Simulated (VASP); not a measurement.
# Zn (Pm-3m) in VASP: notebook, part 2 of 2

VASP 6.6.1.

## Step 3: Single point, PBE (volume scaled by 0.8)

File INCAR:

```
SYSTEM = Zn
PREC     = Accurate       ! precision mode
ENCUT    = 520            ! plane-wave cutoff, eV
EDIFF    = 1E-7           ! SCF threshold, eV
ISMEAR   = -1             ! smearing method
SIGMA    = 0.08           ! smearing width, eV
LREAL    = .FALSE.        ! projectors in reciprocal space
LASPH    = .TRUE.         ! aspherical terms in the spheres
NELM     = 80             ! most SCF steps
ALGO     = Normal         ! electronic algorithm
ISIF     = 2              ! what is computed and relaxed
LWAVE    = .FALSE.        ! write WAVECAR
LCHARG   = .FALSE.        ! write CHGCAR
GGA      = PE             ! functional
NBANDS   = 12             ! bands
```

File KPOINTS:

```
regular mesh
0
G
  17 17 17
  0 0 0
```

File POSCAR:

```
Zn
1.0
    2.4410052518      0.0000000000      0.0000000000
    0.0000000000      2.4410052518      0.0000000000
    0.0000000000      0.0000000000      2.4410052518
Zn
1
Direct
    0.0000000000      0.0000000000      0.0000000000
```

Potentials or basis: VASP PAW PBE potentials, release 64 (Zn).

Launch:

```console
$ cat potpaw_PBE.64/Zn/POTCAR > POTCAR
$ mpirun -np 1 vasp_std > vasp.out
```

OUTCAR:

```text
SYSTEM = Zn
   PREC = Accurate
   ENCUT = 520
   EDIFF = 1E-7
   ISMEAR = -1
   LREAL = .FALSE.
   LASPH = .TRUE.
   NELM = 80
   ISIF = 2
   GGA = PE

 ion  position               nearest neighbor table
   1  0.000  0.000  0.000-

  LATTYP: Found a simple cubic cell.
 ALAT       =     2.4410052518

  Lattice vectors:

 A1 = (   2.4410052518,   0.0000000000,   0.0000000000)
 A2 = (   0.0000000000,   2.4410052518,   0.0000000000)
 A3 = (   0.0000000000,   0.0000000000,   2.4410052518)

Analysis of symmetry for initial positions (statically):
=====================================================================
 Subroutine PRICEL returns:
 Original cell was already a primitive cell.

 Routine SETGRP: Setting up the symmetry group for a
 simple cubic supercell.

 Subroutine GETGRP returns: Found 48 space group operations
 (whereof 48 operations were pure point group operations)
 out of a pool of 48 trial point group operations.

The static configuration has the point symmetry O_h .

Analysis of symmetry for dynamics (positions and initial velocities):
=====================================================================
[... 159 lines left out ...]
 fundamental gap:      0.0637824933
 Fermi energy:         3.2298291191

 k-point     1 :       0.0000    0.0000    0.0000
  band No.  band energies     occupation
      1      -7.3481      2.00000
      2      -5.4651      2.00000
      3      -5.4651      2.00000
      4      -3.7542      2.00000
      5      -3.7542      2.00000
      6      -3.7542      2.00000
      7      17.3981      0.00000
      8      17.3981      0.00000
      9      17.3981      0.00000
     10      20.4844      0.00000
     11      20.4844      0.00000
     12      24.2318      0.00000
[... 331 lines left out ...]
 k-point    24 :       0.4706    0.1176    0.0000
  band No.  band energies     occupation
      1      -5.2374      2.00000
      2      -5.0187      2.00000
      3      -4.4865      2.00000
      4      -4.2437      2.00000
      5      -3.7724      2.00000
      6      -0.4846      2.00000
      7       1.2466      2.00000
      8      19.0697      0.00000
      9      20.8469      0.00000
     10      23.4135      0.00000
     11      25.0611      0.00000
     12      27.3278      0.00000

 [... further k-points ...]
[... 5 lines left out ...]
  --------------------------------------------------------------------------------------
  -------------------------------------------------------------------------------------
  Total        1.7624230      1.7624230      1.7624230      0.0000000      0.0000000      0.0000000
  in kB      194.1398097    194.1398097    194.1398097      0.0000000      0.0000000      0.0000000
  external PRESSURE =     194.1398097 kB  Pullay stress =       0.0000000 kB

 VOLUME and BASIS-vectors are now :
 -----------------------------------------------------------------------------
  energy-cutoff  :      520.00
  volume of cell :       14.54
      direct lattice vectors                 reciprocal lattice vectors
     2.441005252  0.000000000  0.000000000     0.409667287  0.000000000  0.000000000
     0.000000000  2.441005252  0.000000000     0.000000000  0.409667287  0.000000000
     0.000000000  0.000000000  2.441005252     0.000000000  0.000000000  0.409667287

 POSITION                                       TOTAL-FORCE (eV/Angst)
 -----------------------------------------------------------------------------------
      0.00000      0.00000      0.00000         0.000000      0.000000      0.000000
 -----------------------------------------------------------------------------------
    total drift:                                0.000000      0.000000     -0.000000

  FREE ENERGIE OF THE ION-ELECTRON SYSTEM (eV)
  ---------------------------------------------------
  free  energy   TOTEN  =        -0.7041953051 eV

  energy  without entropy=       -0.6976089366  energy(sigma->0) =       -0.70090212
```

OSZICAR:

```text
N       E                     dE             d eps       ncg     rms          rms(c)
DAV:   1     0.436864976263E+02    0.43686E+02   -0.65760E+03  4056   0.161E+03
DAV:   2     0.512433867491E+00   -0.43174E+02   -0.40504E+02  4080   0.218E+02
DAV:   3    -0.825820610178E+00   -0.13383E+01   -0.13364E+01  4572   0.381E+01
DAV:   4    -0.829030908638E+00   -0.32103E-02   -0.32101E-02  4344   0.179E+00
DAV:   5    -0.829033207168E+00   -0.22985E-05   -0.22984E-05  4540   0.475E-02    0.338E+00
DAV:   6    -0.715428774778E+00    0.11360E+00   -0.57962E-01  4784   0.154E+01    0.234E+00
DAV:   7    -0.707546802819E+00    0.78820E-02   -0.12272E-02  4192   0.212E+00    0.118E+00
DAV:   8    -0.704199093286E+00    0.33477E-02   -0.15579E-03  4828   0.502E-01    0.269E-02
DAV:   9    -0.704194778511E+00    0.43148E-05   -0.10666E-04  5652   0.138E-01    0.191E-02
DAV:  10    -0.704195830654E+00   -0.10521E-05   -0.46295E-06  4244   0.265E-02    0.271E-03
DAV:  11    -0.704195430000E+00    0.40065E-06   -0.48883E-07  4192   0.138E-02    0.788E-04
DAV:  12    -0.704195290687E+00    0.13931E-06   -0.14963E-08  2284   0.172E-03    0.120E-04
DAV:  13    -0.704195305112E+00   -0.14425E-07   -0.48752E-10  2104   0.224E-04
   1 F= -.70419531E+00 E0= -.70090212E+00  d E =-.658637E-02
```

stdout:

```text
POSCAR found type information on POSCAR Zn
 POSCAR found :  1 types and       1 ions
 scaLAPACK will be used
 LDA part: xc-table for (Slater+PW92), standard interpolation
 POSCAR, INCAR and KPOINTS ok, starting setup
 FFT: planning ... GRIDC
 FFT: planning ... GRID_SOFT
 FFT: planning ... GRID
 WAVECAR not read
 entering main loop
```

It took 31 s on 1 thread of AMD EPYC 7R13, shared host; peak memory 0.11 GiB.

Results:

```yaml
Free_energy: -0.7042 eV
Pressure: 19.4 GPa
Band_gap_on_the_k_mesh: zero (band 6 reaches 9.09 eV, above the bottom of band 7 at 0.98 eV)
```
